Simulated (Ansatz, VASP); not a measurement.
**One calculation of WSe2, two programs**

```
W Se
1.0
     3.17646    0.00000    0.00000
    -1.58823    2.75090    0.00000
     0.00000    0.00000   12.52240
W Se
2 4
Direct
  0.33333 0.66667 0.25000
  0.66667 0.33333 0.75000
  0.33333 0.66667 0.62100
  0.66667 0.33333 0.12100
  0.33333 0.66667 0.87900
  0.66667 0.33333 0.37900
```

Alike in both runs: task single point; functional PBE; k mesh 9 × 9 × 2; occupations gaussian, width 0.05 eV; no spin polarisation.

|  | VASP | Ansatz |
| --- | --- | --- |
| version | VASP 6.6.1 | Ansatz 0.2.0 |
| potentials or method | VASP PAW PBE potentials, release 64 (W_sv, Se), cutoff 520 eV | scalar-relativistic, plane waves, PAW |
| valence electrons in the cell | 52 | 92 |

```csv
,VASP,Ansatz,Ansatz less VASP
gap on the k mesh at the Fermi level (eV),0.99,1.00,+0.006
pressure (GPa),23.7,23.2,-0.55
"traceless stress, the component that is largest in VASP (GPa)",2.98,2.86,-0.120
rms of the force components (eV/Å),1.074,1.039,-0.0350
```

Atom by atom the forces differ by 0.035 eV/Å (rms over components). With one functional, cell and mesh, what is left measures potentials, basis and numerics. VASP's potentials hold 52 valence electrons a cell and Ansatz's 92, so a difference there can come from the potentials and not from the codes.

Spin-orbit coupling is off throughout.
